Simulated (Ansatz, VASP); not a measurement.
One calculation of ScH3, two programs

INCAR

```
SYSTEM = ScH3
PREC = Accurate
ENCUT = 520
EDIFF = 1E-6
ISMEAR = 0
SIGMA = 0.05
LREAL = .False.
LASPH = .True.
NELM = 100
ALGO = Normal
ISIF = 2
LWAVE = .False.
LCHARG = .True.
GGA = PS
LELF = .True.
LVHAR = .True.
NBANDS = 15
```

The input KPOINTS:

```
regular mesh
0
Gamma
  10 10 10
  0 0 0
```

File POSCAR:

```
ScH3
1.0
    0.0000000000      2.3529243548      2.3529243548
    2.3529243548      0.0000000000      2.3529243548
    2.3529243548      2.3529243548      0.0000000000
Sc H
1 3
Direct
    0.0000000000      0.0000000000      0.0000000000
    0.5000000000      0.5000000000      0.5000000000
    0.2500000000      0.2500000000      0.2500000000
    0.7500000000      0.7500000000      0.7500000000
```

Input for Ansatz:

```yaml
crystal:
  lattice:
    - [0.0, 2.3529243548, 2.3529243548]
    - [2.3529243548, 0.0, 2.3529243548]
    - [2.3529243548, 2.3529243548, 0.0]
  atoms:
    - { symbol: Sc, position: [0.0, 0.0, 0.0] }
    - { symbol: H, position: [0.5, 0.5, 0.5] }
    - { symbol: H, position: [0.25, 0.25, 0.25] }
    - { symbol: H, position: [0.75, 0.75, 0.75] }
basis:
  ecutwfc: 420
  ecutrho_ratio: 4
kpoints:
  mp_grid: { grid: [10, 10, 10] }
hamiltonian:
  xc: pbesol
scf:
  occupations: { method: gaussian, width: 0.05 }
output:
  forces: true
  stress: true
  eigenvalues: true
```

Alike in both runs: task single point; functional PBEsol; k mesh 10 × 10 × 10; occupations gaussian, width 0.05 eV; no spin polarisation.

|  | VASP | Ansatz |
| --- | --- | --- |
| version | VASP 6.6.1 | Ansatz 0.2.0 |
| potentials or method | VASP PAW PBE potentials, release 64 (Sc_sv, H), cutoff 520 eV | scalar-relativistic, plane waves, PAW |
| valence electrons in the cell | 14 | 14 |

Ansatz gave:

* pressure (GPa): 0.0

**Question.** Estimate VASP's values.

**Answer.** Pressure (GPa): 0.2.

VASP's potentials were made for PBE, not for PBEsol.
